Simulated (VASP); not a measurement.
# HfO2 (Fm-3m) in VASP: a series of runs

The runs below take HfO2 through single point, relaxation of cell and atoms, with PBEsol.

Everything below comes from runs of VASP 6.6.1. Logs are shortened: lines on timing, memory, paths and dates and some standing lists are left out, and cuts for length are marked.

## (1) The cell of the first run

It takes space group Fm-3m (No. 225, cubic). Conventional cell: a = 5.044 Å, b = 5.044 Å, c = 5.044 Å, α = 90.00°, β = 90.00°, γ = 90.00°. Hf (site symmetry m-3m) has 8 O at 2.18 Å within 2.9 Å. Within 2.9 Å of O (site symmetry -43m) lie 4 Hf at 2.18 Å and 6 O at 2.52 Å.

## (2) Single point, PBEsol

INCAR reads:

```
PREC = Accurate ; ENCUT = 600
EDIFF = 1E-6 ; ISMEAR = 0
SIGMA = 0.01 ; LREAL = False
LASPH = True ; NELM = 120
ALGO = Normal ; ISIF = 2
LWAVE = False ; LCHARG = True
GGA = PS ; LELF = True
LVHAR = True ; NBANDS = 18
GGA_COMPAT = False
```

KPOINTS reads:

```
Automatic mesh
0
Gamma
  6 6 6
```

POSCAR reads:

```
HfO2
1.0
    0.0000000000      2.5219011713      2.5219011713
    2.5219011713      0.0000000000      2.5219011713
    2.5219011713      2.5219011713      0.0000000000
Hf O
1 2
Direct
    0.0000000000      0.0000000000      0.0000000000
    0.7500000000      0.7500000000      0.7500000000
    0.2500000000      0.2500000000      0.2500000000
```

Potentials or basis: VASP PAW PBE potentials, release 64 (Hf_pv, O).

The run is started by

```console
> cat potpaw_PBE.64/Hf_pv/POTCAR potpaw_PBE.64/O/POTCAR > POTCAR
> mpirun -np 1 vasp_std > vasp.out
```

OUTCAR:

```text
PREC = Accurate
   ENCUT = 600
   EDIFF = 1E-6
   ISMEAR = 0
   LREAL = False
   LASPH = True
   NELM = 120
   ISIF = 2
   GGA = PS

 ion  position               nearest neighbor table
   1  0.000  0.000  0.000-   2 2.18   2 2.18   2 2.18   2 2.18   3 2.18   3 2.18   3 2.18   3 2.18

   2  0.750  0.750  0.750-   1 2.18   1 2.18   1 2.18   1 2.18
   3  0.250  0.250  0.250-   1 2.18   1 2.18   1 2.18   1 2.18

  LATTYP: Found a face centered cubic cell.
 ALAT       =     5.0438023426

  Lattice vectors:

 A1 = (   0.0000000000,   2.5219011713,   2.5219011713)
 A2 = (   2.5219011713,   0.0000000000,   2.5219011713)
 A3 = (   2.5219011713,   2.5219011713,   0.0000000000)

Analysis of symmetry for initial positions (statically):
=====================================================================
 Subroutine PRICEL returns:
 Original cell was already a primitive cell.

 Routine SETGRP: Setting up the symmetry group for a
 face centered cubic supercell.

 Subroutine GETGRP returns: Found 48 space group operations
 (whereof 48 operations were pure point group operations)
 out of a pool of 48 trial point group operations.

The static configuration has the point symmetry O_h .

Analysis of symmetry for dynamics (positions and initial velocities):
=====================================================================
 Subroutine PRICEL returns:
 Original cell was already a primitive cell.

 Routine SETGRP: Setting up the symmetry group for a
 face centered cubic supercell.

 Subroutine GETGRP returns: Found 48 space group operations
 (whereof 48 operations were pure point group operations)
 out of a pool of 48 trial point group operations.

The dynamic configuration has the point symmetry O_h .

 Subroutine INISYM returns: Found 48 space group operations
 (whereof 48 operations are pure point group operations),
 and found     1 'primitive' translations

----------------------------------------------------------------------------------------

                                     Primitive cell

  volume of cell :      32.0785

  direct lattice vectors                    reciprocal lattice vectors
     0.000000000  2.521901171  2.521901171    -0.198263122  0.198263122  0.198263122
     2.521901171  0.000000000  2.521901171     0.198263122 -0.198263122  0.198263122
     2.521901171  2.521901171  0.000000000     0.198263122  0.198263122 -0.198263122

  length of vectors
     3.566506839  3.566506839  3.566506839     0.343401801  0.343401801  0.343401801

  position of ions in fractional coordinates (direct lattice)
     0.000000000  0.000000000  0.000000000
     0.750000000  0.750000000  0.750000000
     0.250000000  0.250000000  0.250000000

  ion indices of the primitive-cell ions
   primitive index   ion index
                 1           1
                 2           2
                 3           3

----------------------------------------------------------------------------------------

 KPOINTS: Automatic mesh

Automatic generation of k-mesh.
 Grid dimensions read from file:
 generate k-points for:    6    6    6

 Generating k-lattice:

  Cartesian coordinates                     Fractional coordinates (reciprocal lattice)
    -0.033043854  0.033043854  0.033043854     0.166666667  0.000000000  0.000000000
     0.033043854 -0.033043854  0.033043854     0.000000000  0.166666667  0.000000000
     0.033043854  0.033043854 -0.033043854     0.000000000  0.000000000  0.166666667

  Length of vectors
     0.057233633  0.057233633  0.057233633

  Shift w.r.t. Gamma in fractional coordinates (k-lattice)
     0.000000000  0.000000000  0.000000000

 Subroutine IBZKPT returns following result:
 ===========================================

 Found     16 irreducible k-points:

 Following reciprocal coordinates:
            Coordinates               Weight
  0.000000  0.000000  0.000000      1.000000
  0.166667  0.000000  0.000000      8.000000
  0.333333  0.000000  0.000000      8.000000
  0.500000  0.000000  0.000000      4.000000
  0.166667  0.166667  0.000000      6.000000
  0.333333  0.166667  0.000000     24.000000
[... 8 lines left out ...]
 -0.333333  0.333333  0.166667     24.000000
 -0.333333  0.500000  0.166667     12.000000
   k-points           NKPTS =     16   k-points in BZ     NKDIM =     16   number of bands    NBANDS=     18
   number of dos      NEDOS =    301   number of ions     NIONS =      3
   total plane-waves  NPLWV =  21952
   dimension x,y,z NGX =    28 NGY =   28 NGZ =   28
   dimension x,y,z NGXF=    56 NGYF=   56 NGZF=   56
   ions per type =               1   2
   NGX,Y,Z   is equivalent  to a cutoff of  13.05, 13.05, 13.05 a.u.
   NGXF,Y,Z  is equivalent  to a cutoff of  26.10, 26.10, 26.10 a.u.
 SYSTEM =  unknown system
   PREC   = accura    normal or accurate (medium, high low for compatibility)
   ISTART =      0    job   : 0-new  1-cont  2-samecut
   ICHARG =      2    charge: 1-file 2-atom 10-const
   ISPIN  =      1    spin polarized calculation?
   LNONCOLLINEAR =      F non collinear calculations
   LSORBIT =      F    spin-orbit coupling
   LASPH  =      T    aspherical Exc in radial PAW
   ENCUT  =  600.0 eV  44.10 Ry    6.64 a.u.   7.12  7.12  7.12*2*pi/ulx,y,z
   NELM   =    120;   NELMIN=  2; NELMDL= -5     # of ELM steps
   EDIFF  = 0.1E-05   stopping-criterion for ELM
   LREAL  =      F    real-space projection
   EDIFFG = 0.1E-04   stopping-criterion for IOM
   NSW    =      0    number of steps for IOM
   IBRION =     -1    ionic relax: 0-MD 1-quasi-New 2-CG
   NFREE  =      0    steps in history (QN), initial steepest desc. (CG)
   ISIF   =      2    stress and relaxation
   ISYM   =      2    0-nonsym 1-usesym 2-fastsym
   POTIM  = 0.5000    time-step for ionic-motion
   TEBEG  =    0.0;   TEEND  =   0.0 temperature during run
   PSTRESS=    0.0 pullay stress
   NELECT =      22.0000    total number of electrons
   NUPDOWN=      -1.0000    fix difference up-down
   EMIN   =  10.00;   EMAX   =-10.00  energy-range for DOS
   EFERMI =   0.00;   METHOD = LEGACY
   ISMEAR =     0;   SIGMA  =   0.01  broadening in eV -4-tet -1-fermi 0-gaus
   EFERMI_NEDOS =   21; number of points for ismear=-14 and -15
   IALGO  =     38    algorithm
   IMIX   =      4    mixing-type and parameters
     AMIX     =   0.40;   BMIX     =  1.00
     AMIX_MAG =   1.60;   BMIX_MAG =  1.00
  volume/ion in A,a.u.               =      10.69        72.16
  Fermi-wavevector in a.u.,A,eV,Ry     =   1.443702  2.728202 28.358303  2.084276
  Thomas-Fermi vector in A             =   2.562080
   LORBIT       =      0    0 simple, 1 ext, 2 COOP (PROOUT), +10 PAW based schemes
   GGA     = PS    functional components
   LHFCALC =     F    Hartree Fock is set to
   AEXX    =    0.0000 exact exchange contribution
   IVDW    =     0    specifies the selected vdW correction
   LEPSILON=     F    determine dielectric tensor
   LRPA    =     F    only Hartree local field effects (RPA)
 non-spin polarized calculation
 Gauss-broadening in eV      SIGMA  =   0.01
  energy-cutoff  :      600.00
  volume of cell :       32.08
 maximum number of plane-waves:      1090
   NGX = 15   NGY = 15   NGZ = 15

 number of electron      21.9999993 magnetization

 Free energy of the ion-electron system (eV)
  ---------------------------------------------------
  ext. energy  EPLUGINS =         0.00000000
  ---------------------------------------------------
  free energy    TOTEN  =       -31.63710644 eV

  energy without entropy =      -31.63710644  energy(sigma->0) =      -31.63710644

 E-fermi :   4.3331     XC(G=0): -12.1878

 val. band max:        4.2634690087   @ k =   0.5000   0.5000   0.0000
 cond. band min:       7.9757737414   @ k =   0.5000   0.5000   0.0000
 fundamental gap:      3.7123047327
 Fermi energy:         4.3331269455

 k-point     1 :       0.0000    0.0000    0.0000
  band No.  band energies     occupation
      1     -25.2911      2.00000
      2     -25.2911      2.00000
      3     -25.2911      2.00000
      4     -14.5222      2.00000
      5     -11.3441      2.00000
      6      -1.2343      2.00000
[... 10 lines left out ...]
     17      14.8789      0.00000
     18      17.9413      0.00000

 k-point     2 :       0.1667    0.0000    0.0000
  band No.  band energies     occupation
      1     -25.4170      2.00000
      2     -25.3048      2.00000
      3     -25.3048      2.00000
      4     -14.1468      2.00000
      5     -11.6420      2.00000
      6      -0.9690      2.00000
[... 10 lines left out ...]
     17      14.4264      0.00000
     18      17.5583      0.00000

 k-point     3 :       0.3333    0.0000    0.0000
  band No.  band energies     occupation
      1     -25.6533      2.00000
      2     -25.3320      2.00000
      3     -25.3320      2.00000
      4     -13.4572      2.00000
      5     -12.0447      2.00000
      6      -0.4311      2.00000
[... 10 lines left out ...]
     17      13.8886      0.00000
     18      16.4566      0.00000

 k-point     4 :       0.5000    0.0000    0.0000
  band No.  band energies     occupation
      1     -25.7648      2.00000
      2     -25.3455      2.00000
      3     -25.3455      2.00000
      4     -13.2407      2.00000
      5     -12.0546      2.00000
      6      -0.1809      2.00000
[... 10 lines left out ...]
     17      13.7963      0.00000
     18      16.8855      0.00000

 k-point     5 :       0.1667    0.1667    0.0000
  band No.  band energies     occupation
      1     -25.4270      2.00000
      2     -25.3251      2.00000
      3     -25.3251      2.00000
      4     -14.0077      2.00000
      5     -11.7458      2.00000
      6      -0.9201      2.00000
[... 10 lines left out ...]
     17      14.2673      0.00000
     18      17.5355      0.00000

 k-point     6 :       0.3333    0.1667    0.0000
  band No.  band energies     occupation
      1     -25.5982      2.00000
      2     -25.3669      2.00000
      3     -25.3556      2.00000
      4     -13.3644      2.00000
      5     -12.1351      2.00000
      6      -0.5217      2.00000
[... 10 lines left out ...]
     17      14.1300      0.00000
     18      17.3300      0.00000

 k-point     7 :       0.5000    0.1667    0.0000
  band No.  band energies     occupation
      1     -25.7192      2.00000
      2     -25.4236      2.00000
      3     -25.3658      2.00000
      4     -13.0027      2.00000
      5     -12.2027      2.00000
      6      -0.6254      2.00000
[... 10 lines left out ...]
     17      14.6607      0.00000
     18      17.1585      0.00000

 k-point     8 :      -0.3333    0.1667    0.0000
  band No.  band energies     occupation
      1     -25.6805      2.00000
      2     -25.4366      2.00000
      3     -25.3457      2.00000
      4     -13.0706      2.00000
      5     -12.2145      2.00000
      6      -0.7083      2.00000
[... 10 lines left out ...]
     17      14.7852      0.00000
     18      17.0153      0.00000

 k-point     9 :      -0.1667    0.1667    0.0000
  band No.  band energies     occupation
      1     -25.5349      2.00000
      2     -25.3745      2.00000
      3     -25.3152      2.00000
      4     -13.6347      2.00000
      5     -11.9794      2.00000
      6      -0.8552      2.00000
[... 10 lines left out ...]
     17      14.2153      0.00000
     18      17.3538      0.00000

 k-point    10 :       0.3333    0.3333    0.0000
  band No.  band energies     occupation
      1     -25.6763      2.00000
      2     -25.3926      2.00000
      3     -25.3926      2.00000
      4     -12.8755      2.00000
      5     -12.4146      2.00000
      6      -1.2114      2.00000
[... 10 lines left out ...]
     17      13.8095      0.00000
     18      17.8063      0.00000

 k-point    11 :       0.5000    0.3333    0.0000
  band No.  band energies     occupation
      1     -25.7281      2.00000
      2     -25.4681      2.00000
      3     -25.4061      2.00000
      4     -12.6184      2.00000
      5     -12.4031      2.00000
      6      -1.7960      2.00000
[... 10 lines left out ...]
     17      15.9883      0.00000
     18      17.8085      0.00000

 k-point    12 :      -0.3333    0.3333    0.0000
  band No.  band energies     occupation
      1     -25.6275      2.00000
      2     -25.5963      2.00000
      3     -25.3828      2.00000
      4     -12.6612      2.00000
      5     -12.3539      2.00000
      6      -1.3028      2.00000
[... 10 lines left out ...]
     17      16.1909      0.00000
     18      17.6917      0.00000

 k-point    13 :       0.5000    0.5000    0.0000
  band No.  band energies     occupation
      1     -25.7914      2.00000
      2     -25.4260      2.00000
      3     -25.4260      2.00000
      4     -12.7023      2.00000
      5     -12.2231      2.00000
      6      -2.4055      2.00000
[... 10 lines left out ...]
     17      17.5100      0.00000
     18      17.7675      0.00000

 k-point    14 :       0.5000    0.3333    0.1667
  band No.  band energies     occupation
      1     -25.6617      2.00000
      2     -25.4723      2.00000
      3     -25.3777      2.00000
      4     -12.8090      2.00000
      5     -12.3921      2.00000
      6      -0.8609      2.00000
[... 10 lines left out ...]
     17      15.1852      0.00000
     18      17.6732      0.00000

 k-point    15 :      -0.3333    0.3333    0.1667
  band No.  band energies     occupation
      1     -25.6612      2.00000
      2     -25.5480      2.00000
      3     -25.3975      2.00000
      4     -12.6573      2.00000
      5     -12.3581      2.00000
      6      -0.8499      2.00000
[... 10 lines left out ...]
     17      16.0090      0.00000
     18      17.6543      0.00000

 k-point    16 :      -0.3333    0.5000    0.1667
  band No.  band energies     occupation
      1     -25.7031      2.00000
      2     -25.5205      2.00000
      3     -25.4279      2.00000
      4     -12.5773      2.00000
      5     -12.3378      2.00000
      6      -1.7776      2.00000
[... 10 lines left out ...]
     17      17.2874      0.00000
     18      17.8106      0.00000

------------------------ aborting loop because EDIFF is reached ----------------------------------------

  FORCE on cell =-STRESS in cart. coord.  units (eV):
  Direction    XX          YY          ZZ          XY          YZ          ZX
  --------------------------------------------------------------------------------------
  -------------------------------------------------------------------------------------
  Total       -0.7869339     -0.7869339     -0.7869339     -0.0000000      0.0000000      0.0000000
  in kB      -39.3038103    -39.3038103    -39.3038103     -0.0000000      0.0000000      0.0000000
  external PRESSURE =     -39.3038103 kB  Pullay stress =       0.0000000 kB

 VOLUME and BASIS-vectors are now :
 -----------------------------------------------------------------------------
  energy-cutoff  :      600.00
  volume of cell :       32.08
      direct lattice vectors                 reciprocal lattice vectors
     0.000000000  2.521901171  2.521901171    -0.198263122  0.198263122  0.198263122
     2.521901171  0.000000000  2.521901171     0.198263122 -0.198263122  0.198263122
     2.521901171  2.521901171  0.000000000     0.198263122  0.198263122 -0.198263122

 POSITION                                       TOTAL-FORCE (eV/Angst)
 -----------------------------------------------------------------------------------
      0.00000      0.00000      0.00000         0.000000     -0.000000      0.000000
      3.78285      3.78285      3.78285        -0.000000      0.000000      0.000000
      1.26095      1.26095      1.26095         0.000000      0.000000     -0.000000
 -----------------------------------------------------------------------------------
    total drift:                                0.000000      0.000000      0.000000

  FREE ENERGIE OF THE ION-ELECTRON SYSTEM (eV)
  ---------------------------------------------------
  free  energy   TOTEN  =       -31.6371064388 eV

  energy  without entropy=      -31.6371064388  energy(sigma->0) =      -31.63710644
```

Run time: 6.1 s. Hardware: 1 thread of AMD EPYC 9R45 (Zen 5), shared host; peak memory 0.13 GiB.

What came out:

```
Free energy            : -31.6371 eV
Pressure               : -3.9 GPa
Band gap on the k mesh : 3.71 eV
```

Caveat: the cell stands under tension; the PAW data sets were made with another functional, which shifts forces and pressure a little; spin-orbit coupling is left out, which moves the levels of the heavy elements. A k mesh can miss the band edges.

(Part 1 of 2 ends here.)
